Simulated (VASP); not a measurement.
# ScSi2 (P6/mmm) in VASP: single point with PBEsol

Aim: the single point of ScSi2 with PBEsol.

Program: VASP 6.6.1. These are calculated values, not measurements. Logs are shortened: lines on timing, memory, paths and dates and some standing lists are left out, and cuts for length are marked.

### Step 1. The cell of the first run

Symmetry: P6/mmm, No. 191, hexagonal system. The conventional cell has a = 3.660 Å, b = 3.660 Å, c = 3.947 Å, α = 90.00°, β = 90.00°, γ = 120.00°. Within 3.8 Å of Sc (site symmetry 6/mmm) lie 12 Si at 2.89 Å and 6 Sc at 3.66 Å. Si (site symmetry -6m2) has 3 Si at 2.11 Å within 2.8 Å.

### Step 2. Single point, PBEsol (zz strain of +2 %)

Contents of INCAR:

```
ALGO = Normal ; EDIFF = 1E-6
ENCUT = 520 ; GGA = PS
ISIF = 2 ; ISMEAR = -1
LASPH = T ; LCHARG = F
LREAL = F ; LWAVE = F
NBANDS = 16 ; NELM = 60
PREC = Accurate ; SIGMA = 0.05
```

Contents of KPOINTS:

```
k-points
0
Gamma
  13 13 11
```

Contents of POSCAR:

```
ScSi2
1.0
    3.6599987106      0.0000000000      0.0000000000
   -1.8299993553      3.1696518612      0.0000000000
    0.0000000000      0.0000000000      3.9474000000
Sc Si
1 2
Direct
    0.0000000000      0.0000000000      0.0000000000
    0.3333333333      0.6666666667      0.5000000000
    0.6666666667      0.3333333333      0.5000000000
```

Potentials or basis: VASP PAW PBE potentials, release 64 (Sc_sv, Si).

Run with:

```console
cat potpaw_PBE.64/Sc_sv/POTCAR potpaw_PBE.64/Si/POTCAR > POTCAR
mpirun -np 1 vasp_std > vasp.out
```

OUTCAR:

```text
EDIFF = 1E-6
   ENCUT = 520
   GGA = PS
   ISIF = 2
   ISMEAR = -1
   LASPH = T
   LREAL = F
   NELM = 60
   PREC = Accurate

 ion  position               nearest neighbor table
   1  0.000  0.000  0.000-   2 2.89   3 2.89   2 2.89   3 2.89   3 2.89   3 2.89   2 2.89   2 2.89
                             3 2.89   3 2.89   2 2.89   2 2.89
   2  0.333  0.667  0.500-   3 2.11   3 2.11   3 2.11   1 2.89   1 2.89   1 2.89   1 2.89   1 2.89
                             1 2.89
   3  0.667  0.333  0.500-   2 2.11   2 2.11   2 2.11   1 2.89   1 2.89   1 2.89   1 2.89   1 2.89
                             1 2.89

  LATTYP: Found a hexagonal cell.
 ALAT       =     3.6599987106
 C/A-ratio  =     1.0785249701

  Lattice vectors:

 A1 = (   3.6599987106,   0.0000000000,   0.0000000000)
 A2 = (  -1.8299993553,   3.1696518612,   0.0000000000)
 A3 = (   0.0000000000,   0.0000000000,   3.9474000000)

Analysis of symmetry for initial positions (statically):
=====================================================================
 Subroutine PRICEL returns:
 Original cell was already a primitive cell.

 Routine SETGRP: Setting up the symmetry group for a
 hexagonal supercell.

 Subroutine GETGRP returns: Found 24 space group operations
 (whereof 24 operations were pure point group operations)
 out of a pool of 24 trial point group operations.

The static configuration has the point symmetry D_6h.

Analysis of symmetry for dynamics (positions and initial velocities):
=====================================================================
 Subroutine PRICEL returns:
 Original cell was already a primitive cell.

 Routine SETGRP: Setting up the symmetry group for a
 hexagonal supercell.

 Subroutine GETGRP returns: Found 24 space group operations
 (whereof 24 operations were pure point group operations)
 out of a pool of 24 trial point group operations.

The dynamic configuration has the point symmetry D_6h.

 Subroutine INISYM returns: Found 24 space group operations
 (whereof 24 operations are pure point group operations),
 and found     1 'primitive' translations

----------------------------------------------------------------------------------------

                                     Primitive cell

  volume of cell :      45.7935

  direct lattice vectors                    reciprocal lattice vectors
     3.659998711  0.000000000  0.000000000     0.273224140  0.157746031  0.000000000
    -1.829999355  3.169651861  0.000000000     0.000000000  0.315492062  0.000000000
     0.000000000  0.000000000  3.947400000     0.000000000  0.000000000  0.253331307

  length of vectors
     3.659998711  3.659998711  3.947400000     0.315492062  0.315492062  0.253331307

  position of ions in fractional coordinates (direct lattice)
     0.000000000  0.000000000  0.000000000
     0.333333333  0.666666667  0.500000000
     0.666666667  0.333333333  0.500000000

  ion indices of the primitive-cell ions
   primitive index   ion index
                 1           1
                 2           2
                 3           3

----------------------------------------------------------------------------------------

 KPOINTS: k-points

Automatic generation of k-mesh.
 Grid dimensions read from file:
 generate k-points for:   13   13   11

 Generating k-lattice:

  Cartesian coordinates                     Fractional coordinates (reciprocal lattice)
     0.021017242  0.012134310  0.000000000     0.076923077 -0.000000000  0.000000000
     0.000000000  0.024268620  0.000000000     0.000000000  0.076923077  0.000000000
     0.000000000  0.000000000  0.023030119     0.000000000  0.000000000  0.090909091

  Length of vectors
     0.024268620  0.024268620  0.023030119

  Shift w.r.t. Gamma in fractional coordinates (k-lattice)
     0.000000000  0.000000000  0.000000000

 Subroutine IBZKPT returns following result:
 ===========================================

 Found    126 irreducible k-points:

 Following reciprocal coordinates:
            Coordinates               Weight
  0.000000  0.000000  0.000000      1.000000
  0.076923  0.000000  0.000000      6.000000
  0.153846  0.000000  0.000000      6.000000
  0.230769  0.000000  0.000000      6.000000
  0.307692  0.000000  0.000000      6.000000
  0.384615 -0.000000  0.000000      6.000000
[... 16 lines left out ...]
  0.076923  0.000000  0.090909     12.000000
  0.153846  0.000000  0.090909     12.000000
 [... further k-points ...]
   k-points           NKPTS =    126   k-points in BZ     NKDIM =    126   number of bands    NBANDS=     16
   number of dos      NEDOS =    301   number of ions     NIONS =      3
   total plane-waves  NPLWV =  23520
   dimension x,y,z NGX =    28 NGY =   28 NGZ =   30
   dimension x,y,z NGXF=    56 NGYF=   56 NGZF=   60
   ions per type =               1   2
   NGX,Y,Z   is equivalent  to a cutoff of  12.72, 12.72, 12.63 a.u.
   NGXF,Y,Z  is equivalent  to a cutoff of  25.44, 25.44, 25.27 a.u.
 SYSTEM =  unknown system
   PREC   = accura    normal or accurate (medium, high low for compatibility)
   ISTART =      0    job   : 0-new  1-cont  2-samecut
   ICHARG =      2    charge: 1-file 2-atom 10-const
   ISPIN  =      1    spin polarized calculation?
   LNONCOLLINEAR =      F non collinear calculations
   LSORBIT =      F    spin-orbit coupling
   LASPH  =      T    aspherical Exc in radial PAW
   ENCUT  =  520.0 eV  38.22 Ry    6.18 a.u.   6.81  6.81  7.34*2*pi/ulx,y,z
   NELM   =     60;   NELMIN=  2; NELMDL= -5     # of ELM steps
   EDIFF  = 0.1E-05   stopping-criterion for ELM
   LREAL  =      F    real-space projection
   EDIFFG = 0.1E-04   stopping-criterion for IOM
   NSW    =      0    number of steps for IOM
   IBRION =     -1    ionic relax: 0-MD 1-quasi-New 2-CG
   NFREE  =      0    steps in history (QN), initial steepest desc. (CG)
   ISIF   =      2    stress and relaxation
   ISYM   =      2    0-nonsym 1-usesym 2-fastsym
   POTIM  = 0.5000    time-step for ionic-motion
   TEBEG  =    0.0;   TEEND  =   0.0 temperature during run
   PSTRESS=    0.0 pullay stress
   NELECT =      19.0000    total number of electrons
   NUPDOWN=      -1.0000    fix difference up-down
   EMIN   =  10.00;   EMAX   =-10.00  energy-range for DOS
   EFERMI =   0.00;   METHOD = LEGACY
   ISMEAR =    -1;   SIGMA  =   0.05  broadening in eV -4-tet -1-fermi 0-gaus
   EFERMI_NEDOS =   21; number of points for ismear=-14 and -15
   IALGO  =     38    algorithm
   IMIX   =      4    mixing-type and parameters
     AMIX     =   0.40;   BMIX     =  1.00
     AMIX_MAG =   1.60;   BMIX_MAG =  1.00
  volume/ion in A,a.u.               =      15.26       103.01
  Fermi-wavevector in a.u.,A,eV,Ry     =   1.221026  2.307404 20.284979  1.490904
  Thomas-Fermi vector in A             =   2.356223
   LORBIT       =      0    0 simple, 1 ext, 2 COOP (PROOUT), +10 PAW based schemes
   GGA     = PS    functional components
   LHFCALC =     F    Hartree Fock is set to
   AEXX    =    0.0000 exact exchange contribution
   IVDW    =     0    specifies the selected vdW correction
   LEPSILON=     F    determine dielectric tensor
   LRPA    =     F    only Hartree local field effects (RPA)
 non-spin polarized calculation
  energy-cutoff  :      520.00
  volume of cell :       45.79
 maximum number of plane-waves:      1251
 NGX is ok and might be reduce to    28
   NGX = 13   NGY = 13   NGZ = 15

 number of electron      19.0000004 magnetization

 Free energy of the ion-electron system (eV)
  ---------------------------------------------------
  ext. energy  EPLUGINS =         0.00000000
  ---------------------------------------------------
  free energy    TOTEN  =       -18.66354272 eV

  energy without entropy =      -18.64800672  energy(sigma->0) =      -18.65577472

 E-fermi :   8.9289     XC(G=0): -11.2441

 val. band max:        8.9242518177   @ k =   0.3846   0.1538   0.1818
 cond. band min:       8.9814672263   @ k =   0.3077   0.2308   0.0909
 fundamental gap:      0.0572154086
 Fermi energy:         8.9288661369

 k-point     1 :       0.0000    0.0000    0.0000
  band No.  band energies     occupation
      1     -40.5123      2.00000
      2     -19.3022      2.00000
      3     -19.2289      2.00000
      4     -19.2289      2.00000
      5      -4.8458      2.00000
      6       5.2212      2.00000
[... 8 lines left out ...]
     15      11.4413      0.00000
     16      11.4413      0.00000

 k-point     2 :       0.0769    0.0000    0.0000
  band No.  band energies     occupation
      1     -40.5117      2.00000
      2     -19.3010      2.00000
      3     -19.2362      2.00000
      4     -19.2305      2.00000
      5      -4.7598      2.00000
      6       5.1164      2.00000
[... 8 lines left out ...]
     15      11.5093      0.00000
     16      11.6618      0.00000

 k-point     3 :       0.1538    0.0000    0.0000
  band No.  band energies     occupation
      1     -40.5100      2.00000
      2     -19.2977      2.00000
      3     -19.2564      2.00000
      4     -19.2352      2.00000
      5      -4.5038      2.00000
      6       4.0448      2.00000
[... 8 lines left out ...]
     15      11.9374      0.00000
     16      12.2919      0.00000

 k-point     4 :       0.2308    0.0000    0.0000
  band No.  band energies     occupation
      1     -40.5076      2.00000
      2     -19.2931      2.00000
      3     -19.2848      2.00000
      4     -19.2417      2.00000
      5      -4.0845      2.00000
      6       2.8024      2.00000
[... 8 lines left out ...]
     15      13.2580      0.00000
     16      13.2769      0.00000
[... 324 lines left out ...]
 k-point    22 :       0.0000    0.0000    0.0909
  band No.  band energies     occupation
      1     -40.5121      2.00000
      2     -19.3072      2.00000
      3     -19.2285      2.00000
      4     -19.2285      2.00000
      5      -4.7910      2.00000
      6       4.6296      2.00000
[... 8 lines left out ...]
     15      11.2500      0.00000
     16      11.2500      0.00000

 k-point    23 :       0.0769    0.0000    0.0909
  band No.  band energies     occupation
      1     -40.5115      2.00000
      2     -19.3060      2.00000
      3     -19.2358      2.00000
      4     -19.2302      2.00000
      5      -4.7061      2.00000
      6       4.6694      2.00000
[... 8 lines left out ...]
     15      11.3147      0.00000
     16      11.5472      0.00000

 k-point    24 :       0.1538    0.0000    0.0909
  band No.  band energies     occupation
      1     -40.5098      2.00000
      2     -19.3025      2.00000
      3     -19.2559      2.00000
      4     -19.2348      2.00000
      5      -4.4534      2.00000
      6       4.0744      2.00000
[... 8 lines left out ...]
     15      12.0063      0.00000
     16      12.1895      0.00000

 [... further k-points ...]

------------------------ aborting loop because EDIFF is reached ----------------------------------------

  FORCE on cell =-STRESS in cart. coord.  units (eV):
  Direction    XX          YY          ZZ          XY          YZ          ZX
  --------------------------------------------------------------------------------------
  -------------------------------------------------------------------------------------
  Total        9.3287411      9.3287411     -1.5860663      0.0000000      0.0000000      0.0000000
  in kB      326.3848489    326.3848489    -55.4917312      0.0000000      0.0000000      0.0000000
  external PRESSURE =     199.0926555 kB  Pullay stress =       0.0000000 kB

 VOLUME and BASIS-vectors are now :
 -----------------------------------------------------------------------------
  energy-cutoff  :      520.00
  volume of cell :       45.79
      direct lattice vectors                 reciprocal lattice vectors
     3.659998711  0.000000000  0.000000000     0.273224140  0.157746031  0.000000000
    -1.829999355  3.169651861  0.000000000     0.000000000  0.315492062  0.000000000
     0.000000000  0.000000000  3.947400000     0.000000000  0.000000000  0.253331307

 POSITION                                       TOTAL-FORCE (eV/Angst)
 -----------------------------------------------------------------------------------
      0.00000      0.00000      0.00000         0.000000      0.000000      0.000000
     -0.00000      2.11310      1.97370         0.000000      0.000000      0.000000
      1.83000      1.05655      1.97370        -0.000000     -0.000000      0.000000
 -----------------------------------------------------------------------------------
    total drift:                               -0.000000      0.000000      0.000000

  FREE ENERGIE OF THE ION-ELECTRON SYSTEM (eV)
  ---------------------------------------------------
  free  energy   TOTEN  =       -18.6635427220 eV

  energy  without entropy=      -18.6480067232  energy(sigma->0) =      -18.65577472
```

It took 73 s on 1 thread of Intel Xeon Platinum 8259CL at 2.50GHz (Skylake/Cascade Lake), shared host; peak memory 0.22 GiB.

What came out:

```yaml
Free_energy: -18.6635 eV
Pressure: 19.9 GPa
```

Stress tensor (GPa, compression positive):
```
32.64  0.00  0.00
 0.00 32.64  0.00
 0.00  0.00 -5.55
```

Levels at points of the mesh, in eV from the Fermi level:
```tsv
k point	band 8	band 9	band 10	band 11	band 12	band 13
(0.00, 0.00, 0.00)	-3.33	-2.12	1.14	1.14	1.31	1.60
```

Caveat: the cell differs from its parent crystal (zz strain of +2 %); the PAW data sets were made with another functional, which shifts forces and pressure a little.
